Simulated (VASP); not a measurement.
Here is a VASP 6.6.1 calculation.

File INCAR:

```
SYSTEM = Si2Ni
  PREC = Accurate
  ENCUT = 520
  EDIFF = 1E-7
  ISMEAR = 0
  SIGMA = 0.15
  LREAL = .False.
  LASPH = .True.
  NELM = 150
  ALGO = Normal
  ISIF = 2
  LWAVE = .False.
  LCHARG = .False.
  ISPIN = 2
  MAGMOM = 0 0 0.875
  LORBIT = 11
  NUPDOWN = 0.875
  LMAXMIX = 4
  GGA = PE
  NBANDS = 20
```

File KPOINTS:

```
regular mesh
0
Gamma
  14 14 14
  0 0 0
```

File POSCAR:

```
Si2Ni
1.0
    0.0000000000      2.8776321201      2.8776321201
    2.8776321201      0.0000000000      2.8776321201
    2.8776321201      2.8776321201      0.0000000000
Si Ni
2 1
Direct
    0.2500000000      0.2500000000      0.2500000000
    0.7500000000      0.7500000000      0.7500000000
    0.0000000000      0.0000000000      0.0000000000
```

Potentials or basis: VASP PAW PBE potentials, release 64 (Si, Ni).

Launch:

```sh
$ cat potpaw_PBE.64/Si/POTCAR potpaw_PBE.64/Ni/POTCAR > POTCAR
$ mpirun -np 1 vasp_std > vasp.out
```

Problem. What does it give for the pressure?

Solution. -14.3 GPa.

Caveat: the cell stands under tension; the total moment is fixed, so each spin has its own Fermi level and the state may be an excited one.
